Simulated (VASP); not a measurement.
# CO2 (Cmce) in VASP: notebook

Runs on CO2. Level: PBE. Tasks: single point.

Everything below comes from runs of VASP 6.6.1. Logs are shortened: lines on timing, memory, paths and dates and some standing lists are left out, and cuts for length are marked.

## (1) The cell of the first run

Symmetry: Cmce, No. 64, orthorhombic system. The conventional cell has a = 5.141 Å, b = 4.570 Å, c = 6.384 Å, α = 90.00°, β = 90.00°, γ = 90.00°. C (site symmetry 2/m) has 2 O at 0.98 Å within 1.3 Å. Within 1.3 Å of O (site symmetry m) lie 1 C at 0.98 Å.

## (2) Single point, PBE (strained)

Contents of INCAR:

```
PREC = Accurate ; ENCUT = 520
EDIFF = 1E-7 ; ISMEAR = 0
SIGMA = 0.02 ; LREAL = F
LASPH = T ; NELM = 100
ALGO = Normal ; ISIF = 2
LWAVE = F ; LCHARG = F
GGA = PE ; NBANDS = 25
```

Contents of KPOINTS:

```
regular mesh
0
Gamma
  6 6 4
```

Contents of POSCAR:

```
CO2
1.0
    2.5704615542     -2.2851028413      0.0000000000
    2.5704615542      2.2851028413      0.0000000000
    0.0000000000      0.0000000000      6.3839605640
C O
2 4
Direct
    0.0000000000      0.0000000000      0.0000000000
    0.5000000000      0.5000000000      0.5000000000
    0.8447787311      0.1552212689      0.8947217632
    0.1552212689      0.8447787311      0.1052782368
    0.6552212689      0.3447787311      0.3947217632
    0.3447787311      0.6552212689      0.6052782368
```

Potentials or basis: VASP PAW PBE potentials, release 64 (C, O).

On the command line:

```
$ cat potpaw_PBE.64/C/POTCAR potpaw_PBE.64/O/POTCAR > POTCAR
$ mpirun -np 1 vasp_std > vasp.out
```

OUTCAR:

```text
PREC = Accurate
   ENCUT = 520
   EDIFF = 1E-7
   ISMEAR = 0
   LREAL = F
   LASPH = T
   NELM = 100
   ISIF = 2
   GGA = PE

 ion  position               nearest neighbor table
   1  0.000  0.000  0.000-   3 0.98   4 0.98
   2  0.500  0.500  0.500-   5 0.98   6 0.98
   3  0.845  0.155  0.895-   1 0.98   4 1.95
   4  0.155  0.845  0.105-   1 0.98   3 1.95
   5  0.655  0.345  0.395-   2 0.98   6 1.95
   6  0.345  0.655  0.605-   2 0.98   5 1.95

 -----------------------------------------------------------------------------
|                                                                             |
|           W    W    AA    RRRRR   N    N  II  N    N   GGGG   !!!           |
|           W    W   A  A   R    R  NN   N  II  NN   N  G    G  !!!           |
|           W    W  A    A  R    R  N N  N  II  N N  N  G       !!!           |
|           W WW W  AAAAAA  RRRRR   N  N N  II  N  N N  G  GGG   !            |
|           WW  WW  A    A  R   R   N   NN  II  N   NN  G    G                |
|           W    W  A    A  R    R  N    N  II  N    N   GGGG   !!!           |
|                                                                             |
|     The distance between some ions is very small. Please check the          |
|     nearest-neighbor list in the OUTCAR file.                               |
|     I HOPE YOU KNOW WHAT YOU ARE DOING!                                     |
|                                                                             |
 -----------------------------------------------------------------------------

  LATTYP: Found a base centered orthorhombic cell.
 ALAT       =     4.5702056826
 B/A-ratio  =     1.1248778426
 C/A-ratio  =     1.3968650445

  Lattice vectors:

 A1 = (  -2.5704615542,  -2.2851028413,   0.0000000000)
 A2 = (   2.5704615542,  -2.2851028413,   0.0000000000)
 A3 = (   0.0000000000,   0.0000000000,   6.3839605640)

Analysis of symmetry for initial positions (statically):
=====================================================================
 Subroutine PRICEL returns:
 Original cell was already a primitive cell.

 Routine SETGRP: Setting up the symmetry group for a
 base centered orthorhombic supercell.

 Subroutine GETGRP returns: Found  8 space group operations
 (whereof  4 operations were pure point group operations)
 out of a pool of  8 trial point group operations.

The static configuration has the point symmetry C_2h.
 The point group associated with its full space group is D_2h.

Analysis of symmetry for dynamics (positions and initial velocities):
=====================================================================
 Subroutine PRICEL returns:
 Original cell was already a primitive cell.

 Routine SETGRP: Setting up the symmetry group for a
 base centered orthorhombic supercell.

 Subroutine GETGRP returns: Found  8 space group operations
 (whereof  4 operations were pure point group operations)
 out of a pool of  8 trial point group operations.

The dynamic configuration has the point symmetry C_2h.
 The point group associated with its full space group is D_2h.

 Subroutine INISYM returns: Found  8 space group operations
 (whereof  4 operations are pure point group operations),
 and found     1 'primitive' translations

----------------------------------------------------------------------------------------

                                     Primitive cell

  volume of cell :      74.9958

  direct lattice vectors                    reciprocal lattice vectors
     2.570461554 -2.285102841  0.000000000     0.194517595 -0.218808533  0.000000000
     2.570461554  2.285102841  0.000000000     0.194517595  0.218808533  0.000000000
     0.000000000  0.000000000  6.383960564     0.000000000  0.000000000  0.156642572

  length of vectors
     3.439326620  3.439326620  6.383960564     0.292769993  0.292769993  0.156642572

  position of ions in fractional coordinates (direct lattice)
     0.000000000  0.000000000  0.000000000
     0.500000000  0.500000000  0.500000000
     0.844778731  0.155221269  0.894721763
     0.155221269  0.844778731  0.105278237
     0.655221269  0.344778731  0.394721763
     0.344778731  0.655221269  0.605278237

  ion indices of the primitive-cell ions
   primitive index   ion index
                 1           1
                 2           2
                 3           3
                 4           4
                 5           5
                 6           6

----------------------------------------------------------------------------------------

 KPOINTS: regular mesh

Automatic generation of k-mesh.
 Grid dimensions read from file:
 generate k-points for:    6    6    4

 Generating k-lattice:

  Cartesian coordinates                     Fractional coordinates (reciprocal lattice)
     0.032419599 -0.036468089  0.000000000     0.166666667  0.000000000  0.000000000
     0.032419599  0.036468089  0.000000000     0.000000000  0.166666667  0.000000000
     0.000000000  0.000000000  0.039160643     0.000000000  0.000000000  0.250000000

  Length of vectors
     0.048794999  0.048794999  0.039160643

  Shift w.r.t. Gamma in fractional coordinates (k-lattice)
     0.000000000  0.000000000  0.000000000

 Subroutine IBZKPT returns following result:
 ===========================================

 Found     39 irreducible k-points:

 Following reciprocal coordinates:
            Coordinates               Weight
  0.000000  0.000000  0.000000      1.000000
  0.166667  0.000000  0.000000      4.000000
  0.333333  0.000000  0.000000      4.000000
  0.500000  0.000000  0.000000      2.000000
  0.166667  0.166667  0.000000      2.000000
  0.333333  0.166667  0.000000      4.000000
[... 16 lines left out ...]
  0.333333  0.333333  0.250000      4.000000
  0.500000  0.333333  0.250000      8.000000
 [... further k-points ...]
   k-points           NKPTS =     39   k-points in BZ     NKDIM =     39   number of bands    NBANDS=     25
   number of dos      NEDOS =    301   number of ions     NIONS =      6
   total plane-waves  NPLWV =  37632
   dimension x,y,z NGX =    28 NGY =   28 NGZ =   48
   dimension x,y,z NGXF=    56 NGYF=   56 NGZF=   96
   ions per type =               2   4
   NGX,Y,Z   is equivalent  to a cutoff of  13.53, 13.53, 12.50 a.u.
   NGXF,Y,Z  is equivalent  to a cutoff of  27.07, 27.07, 25.00 a.u.
 SYSTEM =  unknown system
   PREC   = accura    normal or accurate (medium, high low for compatibility)
   ISTART =      0    job   : 0-new  1-cont  2-samecut
   ICHARG =      2    charge: 1-file 2-atom 10-const
   ISPIN  =      1    spin polarized calculation?
   LNONCOLLINEAR =      F non collinear calculations
   LSORBIT =      F    spin-orbit coupling
   LASPH  =      T    aspherical Exc in radial PAW
   ENCUT  =  520.0 eV  38.22 Ry    6.18 a.u.   6.39  6.39 11.87*2*pi/ulx,y,z
   NELM   =    100;   NELMIN=  2; NELMDL= -5     # of ELM steps
   EDIFF  = 0.1E-06   stopping-criterion for ELM
   LREAL  =      F    real-space projection
   EDIFFG = 0.1E-05   stopping-criterion for IOM
   NSW    =      0    number of steps for IOM
   IBRION =     -1    ionic relax: 0-MD 1-quasi-New 2-CG
   NFREE  =      0    steps in history (QN), initial steepest desc. (CG)
   ISIF   =      2    stress and relaxation
   ISYM   =      2    0-nonsym 1-usesym 2-fastsym
   POTIM  = 0.5000    time-step for ionic-motion
   TEBEG  =    0.0;   TEEND  =   0.0 temperature during run
   PSTRESS=    0.0 pullay stress
   NELECT =      32.0000    total number of electrons
   NUPDOWN=      -1.0000    fix difference up-down
   EMIN   =  10.00;   EMAX   =-10.00  energy-range for DOS
   EFERMI =   0.00;   METHOD = LEGACY
   ISMEAR =     0;   SIGMA  =   0.02  broadening in eV -4-tet -1-fermi 0-gaus
   EFERMI_NEDOS =   21; number of points for ismear=-14 and -15
   IALGO  =     38    algorithm
   IMIX   =      4    mixing-type and parameters
     AMIX     =   0.40;   BMIX     =  1.00
     AMIX_MAG =   1.60;   BMIX_MAG =  1.00
  volume/ion in A,a.u.               =      12.50        84.35
  Fermi-wavevector in a.u.,A,eV,Ry     =   1.232478  2.329046 20.667274  1.519002
  Thomas-Fermi vector in A             =   2.367246
   LORBIT       =      0    0 simple, 1 ext, 2 COOP (PROOUT), +10 PAW based schemes
   GGA     = PE    functional components
   LHFCALC =     F    Hartree Fock is set to
   AEXX    =    0.0000 exact exchange contribution
   IVDW    =     0    specifies the selected vdW correction
   LEPSILON=     F    determine dielectric tensor
   LRPA    =     F    only Hartree local field effects (RPA)
 non-spin polarized calculation
 Gauss-broadening in eV      SIGMA  =   0.02
  energy-cutoff  :      520.00
  volume of cell :       75.00
 maximum number of plane-waves:      2043
 NGX is ok and might be reduce to    28
   NGX = 13   NGY = 13   NGZ = 23

 number of electron      31.9999996 magnetization

 Free energy of the ion-electron system (eV)
  ---------------------------------------------------
  ext. energy  EPLUGINS =         0.00000000
  ---------------------------------------------------
  free energy    TOTEN  =       -32.90359786 eV

  energy without entropy =      -32.90359786  energy(sigma->0) =      -32.90359786

 E-fermi :  -2.8438     XC(G=0):  -8.2659

 val. band max:       -3.0314035732   @ k =   0.5000   0.5000   0.0000
 cond. band min:       5.2339854508   @ k =   0.0000   0.0000   0.0000
 fundamental gap:      8.2653890241
 Fermi energy:        -2.8437604875

 k-point     1 :       0.0000    0.0000    0.0000
  band No.  band energies     occupation
      1     -25.9410      2.00000
      2     -25.8149      2.00000
      3     -25.0989      2.00000
      4     -25.0364      2.00000
      5      -9.3289      2.00000
      6      -8.8364      2.00000
[... 17 lines left out ...]
     24      12.9548      0.00000
     25      15.3686      0.00000
[... 621 lines left out ...]
      3     -25.1120      2.00000
      4     -25.1085      2.00000
      5      -9.6613      2.00000
      6      -9.4575      2.00000
[... 17 lines left out ...]
     24      11.3553      0.00000
     25      12.0029      0.00000

 [... further k-points ...]

------------------------ aborting loop because EDIFF is reached ----------------------------------------

  FORCE on cell =-STRESS in cart. coord.  units (eV):
  Direction    XX          YY          ZZ          XY          YZ          ZX
  --------------------------------------------------------------------------------------
  -------------------------------------------------------------------------------------
  Total        0.7119936     85.7257927     76.3128592      0.0000000      0.0000000      0.0000000
  in kB       15.2107140   1831.4077100   1630.3139834      0.0000000      0.0000000      0.0000000
  external PRESSURE =    1158.9774691 kB  Pullay stress =       0.0000000 kB

 VOLUME and BASIS-vectors are now :
 -----------------------------------------------------------------------------
  energy-cutoff  :      520.00
  volume of cell :       75.00
      direct lattice vectors                 reciprocal lattice vectors
     2.570461554 -2.285102841  0.000000000     0.194517595 -0.218808533  0.000000000
     2.570461554  2.285102841  0.000000000     0.194517595  0.218808533  0.000000000
     0.000000000  0.000000000  6.383960564     0.000000000  0.000000000  0.156642572

 POSITION                                       TOTAL-FORCE (eV/Angst)
 -----------------------------------------------------------------------------------
      0.00000      0.00000      0.00000         0.000000      0.000000      0.000000
      2.57046      0.00000      3.19198         0.000000      0.000000      0.000000
      2.57046     -1.57571      5.71187         0.000000     29.923385    -28.199379
      2.57046      1.57571      0.67209         0.000000    -29.923385     28.199379
      2.57046     -0.70939      2.51989         0.000000    -29.923385    -28.199379
      2.57046      0.70939      3.86407         0.000000     29.923385     28.199379
 -----------------------------------------------------------------------------------
    total drift:                                0.000000      0.000000      0.000000

  FREE ENERGIE OF THE ION-ELECTRON SYSTEM (eV)
  ---------------------------------------------------
  free  energy   TOTEN  =       -32.9035978582 eV

  energy  without entropy=      -32.9035978582  energy(sigma->0) =      -32.90359786
```

Wall time 1.8 min (1 thread of Intel Xeon 8259CL, shared host); peak memory 0.21 GiB.

Results:

```
Free energy            : -32.9036 eV
Pressure               : 115.9 GPa
Largest force          : 41.117 eV/Å
Band gap on the k mesh : 8.27 eV (least direct gap 8.72 eV)
```

Forces in eV/Å, atoms in the order of the input:
```
C     0.000   0.000   0.000
C     0.000   0.000   0.000
O     0.000  29.923 -28.199
O     0.000 -29.923  28.199
O     0.000 -29.923 -28.199
O     0.000  29.923  28.199
```

Caveat: the cell differs from its parent crystal (strained); atoms lie so close that the PAW spheres overlap strongly, which falsifies energies and pressures; the stress differs along the axes, from 2 to 183 GPa; this functional lacks dispersion, which holds the molecules together, so the pressure and a relaxed volume are unreliable; forces of over 1 eV/Å act on the atoms, so gaps and moduli don't describe the material at rest. A k mesh can miss the band edges.

(Continued in part 2 of 3.)
